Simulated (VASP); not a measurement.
Write the native input for VASP 6.6.1 that does the following.

- Task: single point
- Functional: LDA
- Potentials or basis: VASP PAW LDA potentials, release 64 (Ir)
- Cutoff: 500 eV
- k mesh: 9 × 9 × 5
- Occupations: fermi-dirac, width 0.05 eV
- Spin: no spin polarisation
- Dipole correction: no
- Further INCAR settings: ALGO = Normal; EDIFF = 1e-06; NBANDS = 16

The structure of Ir lies in POSCAR:

```
Ir
1.0
    2.7046182860      0.0000000000      0.0000000000
   -1.3523091430      2.3422681432      0.0000000000
    0.0000000000      0.0000000000      4.3880097921
Ir
2
Direct
    0.3333333333      0.6666666667      0.2500000000
    0.6666666667      0.3333333333      0.7500000000
```

These files were run (other wordings do the same):

INCAR

```
  ALGO = Normal
  EDIFF = 1E-6
  ENCUT = 500
  GGA = CA
  GGA_COMPAT = F
  ISIF = 2
  ISMEAR = -1
  LASPH = T
  LCHARG = T
  LELF = T
  LREAL = F
  LVHAR = T
  LWAVE = F
  NBANDS = 16
  NELM = 120
  PREC = Accurate
  SIGMA = 0.05
```

KPOINTS

```
k-points
0
Gamma
  9 9 5
```

Potentials or basis: VASP PAW LDA potentials, release 64 (Ir).

Run with:

```bash
$ cat potpaw_LDA.64/Ir/POTCAR > POTCAR
$ mpirun -np 1 vasp_std > vasp.out
```

It gave:

- Pressure: 2.6 GPa
- Band gap on the k mesh: zero (band 9 reaches 11.72 eV, above the bottom of band 10 at 8.53 eV)

Caveat: spin-orbit coupling is left out, which moves the levels of the heavy elements.

It took 21 s on 1 thread of Intel Xeon 8259CL, on a shared host, peak memory 0.13 GiB.
